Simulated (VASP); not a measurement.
# Ru in VASP: notebook

The runs below take Ru through single point, with PBEsol.

All numbers are computed with VASP 6.6.1; they aren't measurements. Logs are shortened: lines on timing, memory, paths and dates and some standing lists are left out, and cuts for length are marked.

## 1. The cell of the first run

The typed cell holds 1 atom: a = 2.621 Å, b = 2.635 Å, c = 2.671 Å, α = 59.21°, β = 59.92°, γ = 61.07°.

## 2. Single point, PBEsol (strained)

The input, INCAR:

```
SYSTEM = Ru
PREC     = Accurate       ! precision mode
ENCUT    = 520            ! plane-wave cutoff, eV
EDIFF    = 1E-7           ! SCF threshold, eV
ISMEAR   = 0              ! smearing method
SIGMA    = 0.1            ! smearing width, eV
LREAL    = .False.        ! projectors in reciprocal space
LASPH    = .True.         ! aspherical terms in the spheres
NELM     = 100            ! most SCF steps
ALGO     = Fast           ! electronic algorithm
ISIF     = 2              ! what is computed and relaxed
LWAVE    = .False.        ! write WAVECAR
LCHARG   = .False.        ! write CHGCAR
GGA      = PS             ! functional
NBANDS   = 13             ! bands
```

The input, KPOINTS:

```
Automatic mesh
0
Gamma
  16 16 16
  0 0 0
```

The input, POSCAR:

```
Ru
1.0
   -0.0027767500      1.8759340000      1.8309123500
    1.8979948000      0.0000000000      1.8281356000
    1.9007715500      1.8759340000     -0.0027767500
Ru
1
Direct
    0.0000000000      0.0000000000      0.0000000000
```

Potentials or basis: VASP PAW PBE potentials, release 64 (Ru_pv).

Started as:

```bash
$ cat potpaw_PBE.64/Ru_pv/POTCAR > POTCAR
$ mpirun -np 1 vasp_std > vasp.out
```

OUTCAR:

```text
SYSTEM = Ru
   PREC = Accurate
   ENCUT = 520
   EDIFF = 1E-7
   ISMEAR = 0
   LREAL = .False.
   LASPH = .True.
   NELM = 100
   ISIF = 2
   GGA = PS

 ion  position               nearest neighbor table
   1  0.000  0.000  0.000-

  LATTYP: Found a base centered monoclinic cell.
 ALAT       =     3.6618289112
 B/A-ratio  =     1.0245885570
 C/A-ratio  =     0.7196499793
 COS(beta)  =    -0.6926346018

  Lattice vectors:

 A1 = (   0.0027767500,  -1.8759340000,  -1.8309123500)
 A2 = (   0.0027767500,   1.8759340000,  -1.8309123500)
 A3 = (   1.8979948000,   0.0000000000,   1.8281356000)

Analysis of symmetry for initial positions (statically):
=====================================================================
 Subroutine PRICEL returns:
 Original cell was already a primitive cell.

 Routine SETGRP: Setting up the symmetry group for a
 base centered monoclinic supercell.

 Subroutine GETGRP returns: Found  4 space group operations
 (whereof  4 operations were pure point group operations)
 out of a pool of  4 trial point group operations.

The static configuration has the point symmetry C_2h.

Analysis of symmetry for dynamics (positions and initial velocities):
=====================================================================
 Subroutine PRICEL returns:
 Original cell was already a primitive cell.

 Routine SETGRP: Setting up the symmetry group for a
 base centered monoclinic supercell.

 Subroutine GETGRP returns: Found  4 space group operations
 (whereof  4 operations were pure point group operations)
 out of a pool of  4 trial point group operations.

The dynamic configuration has the point symmetry C_2h.

 Subroutine INISYM returns: Found  4 space group operations
 (whereof  4 operations are pure point group operations),
 and found     1 'primitive' translations

----------------------------------------------------------------------------------------

                                     Primitive cell

  volume of cell :      13.0570

  direct lattice vectors                    reciprocal lattice vectors
    -0.002776750  1.875934000  1.830912350    -0.262652716  0.266533897  0.272689558
     1.897994800  0.000000000  1.828135600     0.263450600 -0.266533897  0.273487443
     1.900771550  1.875934000 -0.002776750     0.262652716  0.266533897 -0.272689558

  length of vectors
     2.621330982  2.635235100  2.670593299     0.463018749  0.463941719  0.463018749

  position of ions in fractional coordinates (direct lattice)
     0.000000000  0.000000000  0.000000000

  ion indices of the primitive-cell ions
   primitive index   ion index
                 1           1

----------------------------------------------------------------------------------------

 KPOINTS: Automatic mesh

Automatic generation of k-mesh.
 Grid dimensions read from file:
 generate k-points for:   16   16   16

 Generating k-lattice:

  Cartesian coordinates                     Fractional coordinates (reciprocal lattice)
    -0.016415795  0.016658369  0.017043097     0.062500000 -0.000000000 -0.000000000
     0.016465663 -0.016658369  0.017092965     0.000000000  0.062500000  0.000000000
     0.016415795  0.016658369 -0.017043097     0.000000000  0.000000000  0.062500000

  Length of vectors
     0.028938672  0.028996357  0.028938672

  Shift w.r.t. Gamma in fractional coordinates (k-lattice)
     0.000000000  0.000000000  0.000000000

 Subroutine IBZKPT returns following result:
 ===========================================

 Found   1098 irreducible k-points:

 Following reciprocal coordinates:
            Coordinates               Weight
  0.000000  0.000000  0.000000      1.000000
  0.062500 -0.000000  0.000000      4.000000
  0.125000 -0.000000  0.000000      4.000000
  0.187500 -0.000000 -0.000000      4.000000
  0.250000 -0.000000  0.000000      4.000000
  0.312500  0.000000  0.000000      4.000000
[... 16 lines left out ...]
 -0.187500  0.062500  0.000000      4.000000
 -0.125000  0.062500  0.000000      4.000000
 [... further k-points ...]
   k-points           NKPTS =   1098   k-points in BZ     NKDIM =   1098   number of bands    NBANDS=     13
   number of dos      NEDOS =    301   number of ions     NIONS =      1
   total plane-waves  NPLWV =   8000
   dimension x,y,z NGX =    20 NGY =   20 NGZ =   20
   dimension x,y,z NGXF=    40 NGYF=   40 NGZF=   40
   ions per type =               1
   NGX,Y,Z   is equivalent  to a cutoff of  12.68, 12.62, 12.45 a.u.
   NGXF,Y,Z  is equivalent  to a cutoff of  25.37, 25.23, 24.90 a.u.
 SYSTEM =  Ru
   PREC   = accura    normal or accurate (medium, high low for compatibility)
   ISTART =      0    job   : 0-new  1-cont  2-samecut
   ICHARG =      2    charge: 1-file 2-atom 10-const
   ISPIN  =      1    spin polarized calculation?
   LNONCOLLINEAR =      F non collinear calculations
   LSORBIT =      F    spin-orbit coupling
   LASPH  =      T    aspherical Exc in radial PAW
   ENCUT  =  520.0 eV  38.22 Ry    6.18 a.u.   4.87  4.90  4.97*2*pi/ulx,y,z
   NELM   =    100;   NELMIN=  2; NELMDL= -5     # of ELM steps
   EDIFF  = 0.1E-06   stopping-criterion for ELM
   LREAL  =      F    real-space projection
   EDIFFG = 0.1E-05   stopping-criterion for IOM
   NSW    =      0    number of steps for IOM
   IBRION =     -1    ionic relax: 0-MD 1-quasi-New 2-CG
   NFREE  =      0    steps in history (QN), initial steepest desc. (CG)
   ISIF   =      2    stress and relaxation
   ISYM   =      2    0-nonsym 1-usesym 2-fastsym
   POTIM  = 0.5000    time-step for ionic-motion
   TEBEG  =    0.0;   TEEND  =   0.0 temperature during run
   PSTRESS=    0.0 pullay stress
   NELECT =      14.0000    total number of electrons
   NUPDOWN=      -1.0000    fix difference up-down
   EMIN   =  10.00;   EMAX   =-10.00  energy-range for DOS
   EFERMI =   0.00;   METHOD = LEGACY
   ISMEAR =     0;   SIGMA  =   0.10  broadening in eV -4-tet -1-fermi 0-gaus
   EFERMI_NEDOS =   21; number of points for ismear=-14 and -15
   IALGO  =     68    algorithm
   IMIX   =      4    mixing-type and parameters
     AMIX     =   0.40;   BMIX     =  1.00
     AMIX_MAG =   1.60;   BMIX_MAG =  1.00
  volume/ion in A,a.u.               =      13.06        88.11
  Fermi-wavevector in a.u.,A,eV,Ry     =   1.675597  3.166419 38.200046  2.807624
  Thomas-Fermi vector in A             =   2.760188
   LORBIT       =      0    0 simple, 1 ext, 2 COOP (PROOUT), +10 PAW based schemes
   GGA     = PS    functional components
   LHFCALC =     F    Hartree Fock is set to
   AEXX    =    0.0000 exact exchange contribution
   IVDW    =     0    specifies the selected vdW correction
   LEPSILON=     F    determine dielectric tensor
   LRPA    =     F    only Hartree local field effects (RPA)
 non-spin polarized calculation
 RMM-DIIS sequential band-by-band and
 Gauss-broadening in eV      SIGMA  =   0.10
  energy-cutoff  :      520.00
  volume of cell :       13.06
 maximum number of plane-waves:       364
   NGX =  9   NGY =  9   NGZ =  9

 number of electron      14.0000003 magnetization

 Free energy of the ion-electron system (eV)
  ---------------------------------------------------
  ext. energy  EPLUGINS =         0.00000000
  ---------------------------------------------------
  free energy    TOTEN  =       -10.03621464 eV

  energy without entropy =      -10.03107221  energy(sigma->0) =      -10.03364343

 E-fermi :  13.3899     XC(G=0): -14.5233

 val. band max:       13.3897820625   @ k =  -0.3750   0.0625   0.3750
 cond. band min:      13.3902489050   @ k =  -0.2500   0.3125   0.3750
 fundamental gap:      0.0004668425
 Fermi energy:        13.3899129351

 k-point     1 :       0.0000    0.0000    0.0000
  band No.  band energies     occupation
      1     -29.0461      2.00000
      2     -29.0404      2.00000
      3     -29.0378      2.00000
      4       5.1223      2.00000
      5      10.3723      2.00000
      6      10.5516      2.00000
      7      10.8566      2.00000
      8      12.9468      2.00000
      9      13.4595      0.32503
     10      23.6894      0.00000
     11      28.3337      0.00000
     12      33.6706      0.00000
     13      34.1275      0.00000

 k-point     2 :       0.0625   -0.0000    0.0000
  band No.  band energies     occupation
      1     -29.0925      2.00000
      2     -29.0499      2.00000
      3     -29.0436      2.00000
      4       5.2964      2.00000
      5      10.3690      2.00000
      6      10.5789      2.00000
      7      10.8856      2.00000
      8      12.9080      2.00000
      9      13.4020      0.86418
     10      23.6894      0.00000
     11      28.6327      0.00000
     12      33.2846      0.00000
     13      34.2221      0.00000

 k-point     3 :       0.1250   -0.0000    0.0000
  band No.  band energies     occupation
      1     -29.2308      2.00000
      2     -29.0707      2.00000
      3     -29.0584      2.00000
      4       5.7840      2.00000
      5      10.2309      2.00000
      6      10.7166      2.00000
      7      11.0294      2.00000
      8      12.8475      2.00000
      9      13.2773      1.88883
     10      23.6893      0.00000
     11      29.4270      0.00000
     12      31.8512      0.00000
     13      35.0024      0.00000
[... 305 lines left out ...]
 k-point    23 :      -0.1875    0.0625    0.0000
  band No.  band energies     occupation
      1     -29.5088      2.00000
      2     -29.1404      2.00000
      3     -29.1001      2.00000
      4       6.8018      2.00000
      5       9.9397      2.00000
      6      10.9771      2.00000
      7      11.2672      2.00000
      8      12.5998      2.00000
      9      13.7006      0.00001
     10      23.6890      0.00000
     11      29.8372      0.00000
     12      30.9809      0.00000
     13      36.5893      0.00000

 k-point    24 :      -0.1250    0.0625    0.0000
  band No.  band energies     occupation
      1     -29.3013      2.00000
      2     -29.1079      2.00000
      3     -29.0712      2.00000
      4       6.1277      2.00000
      5      10.0137      2.00000
      6      10.8519      2.00000
      7      11.2292      2.00000
      8      12.5483      2.00000
      9      13.4795      0.20540
     10      23.6892      0.00000
     11      29.9841      0.00000
     12      31.3252      0.00000
     13      35.6755      0.00000

 [... further k-points ...]

------------------------ aborting loop because EDIFF is reached ----------------------------------------

  FORCE on cell =-STRESS in cart. coord.  units (eV):
  Direction    XX          YY          ZZ          XY          YZ          ZX
  --------------------------------------------------------------------------------------
  -------------------------------------------------------------------------------------
  Total        0.3362609      0.6633186      1.2146721      0.0000000      0.0000000      0.0693078
  in kB       41.2613023     81.3933031    149.0478036      0.0000000      0.0000000      8.5044971
  external PRESSURE =      90.5674697 kB  Pullay stress =       0.0000000 kB

 VOLUME and BASIS-vectors are now :
 -----------------------------------------------------------------------------
  energy-cutoff  :      520.00
  volume of cell :       13.06
      direct lattice vectors                 reciprocal lattice vectors
    -0.002776750  1.875934000  1.830912350    -0.262652716  0.266533897  0.272689558
     1.897994800  0.000000000  1.828135600     0.263450600 -0.266533897  0.273487443
     1.900771550  1.875934000 -0.002776750     0.262652716  0.266533897 -0.272689558

 POSITION                                       TOTAL-FORCE (eV/Angst)
 -----------------------------------------------------------------------------------
      0.00000      0.00000      0.00000         0.000000      0.000000     -0.000000
 -----------------------------------------------------------------------------------
    total drift:                                0.000000     -0.000000      0.000000

  FREE ENERGIE OF THE ION-ELECTRON SYSTEM (eV)
  ---------------------------------------------------
  free  energy   TOTEN  =       -10.0362146431 eV

  energy  without entropy=      -10.0310722109  energy(sigma->0) =      -10.03364343
```

It took 71 s on 1 thread of Intel Xeon 6975P-C (Granite Rapids), shared host; peak memory 0.27 GiB.

Results:

```yaml
Free_energy: -10.0362 eV
Pressure: 9.1 GPa
Band_gap_on_the_k_mesh: zero (bands 7 and 8 overlap by 3.80 eV)
```

Levels at points of the mesh, in eV from the Fermi level:
| k point | band 3 | band 4 | band 5 | band 6 | band 7 | band 8 | band 9 | band 10 | band 11 | band 12 |
| --- | --- | --- | --- | --- | --- | --- | --- | --- | --- | --- |
| (0.00, 0.00, 0.00) | -42.43 | -8.27 | -3.02 | -2.84 | -2.53 | -0.44 | 0.07 | 10.30 | 14.94 | 20.28 |
| (0.50, 0.00, 0.00) | -42.56 | -6.47 | -3.16 | -2.70 | 0.94 | 1.70 | 1.93 | 10.25 | 10.56 | 14.55 |
| (0.00, 0.50, 0.00) | -42.57 | -6.47 | -3.16 | -2.72 | 0.98 | 1.70 | 1.95 | 10.26 | 10.60 | 14.52 |
| (0.50, 0.50, 0.00) | -42.90 | -6.86 | -6.37 | 1.77 | 2.30 | 2.47 | 4.16 | 10.30 | 13.17 | 13.37 |
| (0.50, 0.00, 0.50) | -42.82 | -6.83 | -6.32 | 1.76 | 2.15 | 2.58 | 3.61 | 10.30 | 13.40 | 14.01 |
| (0.00, 0.50, 0.50) | -42.81 | -6.82 | -6.31 | 1.79 | 2.22 | 2.49 | 3.32 | 10.30 | 13.73 | 13.81 |

Caveat: the cell differs from its parent crystal (strained); the stress differs along the axes, from 4 to 15 GPa; the PAW data sets were made with another functional, which shifts forces and pressure a little.

## 3. Single point, PBEsol (the cell strained at random)

The input, INCAR:

```
  PREC = Accurate
  ENCUT = 520
  EDIFF = 1E-7
  ISMEAR = 0
  SIGMA = 0.1
  LREAL = F
  LASPH = T
  NELM = 100
  ALGO = Fast
  ISIF = 2
  LWAVE = F
  LCHARG = T
  GGA = PS
  LELF = T
  LVHAR = T
  NBANDS = 13
```

The input, KPOINTS:

```
Automatic mesh
0
Gamma
  16 16 16
```

The input, POSCAR:

```
Ru
1.0
    0.0114134000      1.8379404000      1.8945861000
    1.9011162500      0.0064918500      1.8995076500
    1.9175469500      1.8592926500     -0.0099388500
Ru
1
Direct
    0.0000000000      0.0000000000      0.0000000000
```

Potentials or basis: VASP PAW PBE potentials, release 64 (Ru_pv).

Started as:

```bash
$ cat potpaw_PBE.64/Ru_pv/POTCAR > POTCAR
$ mpirun -np 1 vasp_std > vasp.out
```

Run time: 2.3 min. Hardware: 1 thread of Intel Xeon 6975P-C (Granite Rapids), shared host; peak memory 0.41 GiB.

It converged, with:

| Item | Value |
| --- | --- |
| Free energy | -10.0433 eV |
| Pressure | 0.7 GPa |
| Band gap on the k mesh | zero (bands 7 and 8 overlap by 3.71 eV) |

Stress tensor (GPa, compression positive):
```
-2.14 -4.10  0.69
-4.10  6.14  2.21
 0.69  2.21 -2.00
```

Levels at points of the mesh, in eV from the Fermi level:
```
           k point  band 5  band 6  band 7  band 8  band 9  band 10
(0.00, 0.00, 0.00)   -2.88   -2.81   -2.41   -0.40    0.05    10.33
(0.50, 0.00, 0.00)   -2.97   -2.73    1.06    1.61    1.95    10.25
(0.00, 0.50, 0.00)   -3.07   -2.61    0.99    1.63    1.90    10.21
(0.50, 0.50, 0.00)   -6.11    1.71    2.10    2.44    3.40    10.32
(0.00, 0.00, 0.50)   -3.06   -2.53    0.80    1.65    1.80    10.00
(0.50, 0.00, 0.50)   -6.16    1.69    2.30    2.31    4.07    10.32
(0.00, 0.50, 0.50)   -6.11    1.71    2.11    2.44    3.38    10.32
(0.50, 0.50, 0.50)   -3.09   -2.55    0.92    1.64    1.86    10.14
```

Caveat: the cell differs from its parent crystal (the cell strained at random); the stress differs along the axes, from -2 to 6 GPa; the PAW data sets were made with another functional, which shifts forces and pressure a little.

## 4. Single point, PBEsol (strained)

The input, INCAR:

```
SYSTEM = Ru
PREC = Accurate ; ENCUT = 520
EDIFF = 1E-6 ; ISMEAR = 0
SIGMA = 0.1 ; LREAL = .FALSE.
LASPH = .TRUE. ; NELM = 100
ALGO = Fast ; ISIF = 2
LWAVE = .FALSE. ; LCHARG = .FALSE.
GGA = PS ; NBANDS = 13
ISYM = 0
```

The input, KPOINTS:

```
Automatic mesh
0
G
  18 18 16
  0 0 0
```

The input, POSCAR:

```
Ru
1.0
    0.0000000000      1.9847251500      1.9847251500
    1.9847251500      0.0000000000      1.9847251500
    1.9464251500      1.9464251500      0.0383000000
Ru
1
Direct
    0.0000000000      0.0000000000      0.0000000000
```

Started as:

```bash
$ cat potpaw_PBE.64/Ru_pv/POTCAR > POTCAR
$ mpirun -np 1 vasp_std > vasp.out
```

Run time: 2.2 min. Hardware: 1 thread of Intel Xeon 6975P-C (Granite Rapids), shared host; peak memory 0.55 GiB.

Results (log left out):

* Free energy: -9.8436 eV
* Pressure: -31.7 GPa
* Band gap on the k mesh: zero (bands 7 and 8 overlap by 2.97 eV)

Stress tensor (GPa, compression positive):
```
-31.66   3.65  -3.56
  3.65 -31.66  -3.56
 -3.56  -3.56 -31.73
```

Levels at points of the mesh, in eV from the Fermi level:
| k point | band 5 | band 6 | band 7 | band 8 | band 9 | band 10 |
| --- | --- | --- | --- | --- | --- | --- |
| (0.00, 0.00, 0.00) | -2.33 | -2.32 | -1.94 | -0.10 | -0.10 | 10.54 |
| (0.50, 0.00, 0.00) | -2.47 | -2.05 | 0.83 | 1.31 | 1.54 | 8.58 |
| (0.00, 0.50, 0.00) | -2.47 | -2.05 | 0.83 | 1.31 | 1.54 | 8.58 |
| (0.50, 0.50, 0.00) | -5.04 | 1.39 | 1.87 | 1.92 | 3.30 | 10.53 |
| (0.00, 0.00, 0.50) | -2.35 | -2.35 | 1.22 | 1.53 | 1.54 | 9.14 |
| (0.50, 0.00, 0.50) | -5.04 | 1.39 | 1.87 | 1.91 | 3.30 | 10.53 |
| (0.00, 0.50, 0.50) | -5.04 | 1.39 | 1.87 | 1.91 | 3.30 | 10.53 |
| (0.50, 0.50, 0.50) | -2.47 | -2.05 | 0.83 | 1.31 | 1.54 | 8.58 |

Caveat: the cell differs from its parent crystal (strained); the cell stands under tension; the PAW data sets were made with another functional, which shifts forces and pressure a little.

## 5. Overview

| cell | k mesh | gap on the mesh (eV) | pressure (GPa) |
| --- | --- | --- | --- |
| a = 2.621, b = 2.635, c = 2.671 Å, angles 59.2, 59.9, 61.1°, 1 atom | 16 × 16 × 16 | none | 9.1 |
| a = 2.640, b = 2.687, c = 2.671 Å, angles 59.5, 61.0, 59.2°, 1 atom | 16 × 16 × 16 | none | 0.7 |
| a = 2.807, b = 2.807, c = 2.753 Å, angles 59.4, 59.4, 60.0°, 1 atom | 18 × 18 × 16 | none | -31.7 |

Alike in all rows: task single point; level PBEsol; potentials or basis VASP PAW PBE potentials, release 64 (Ru_pv); no spin polarisation; cutoff (eV) 520; smearing gaussian 0.1 eV.

Caveats: the PAW data sets were made with another functional, which shifts forces and pressure a little; the stress differs along the axes, from 4 to 15 GPa (at least some runs); the stress differs along the axes, from -2 to 6 GPa (at least some runs); the cell stands under tension (at least some runs).

Total energies depend on the potentials used, so only differences within one code and one set of settings carry meaning.
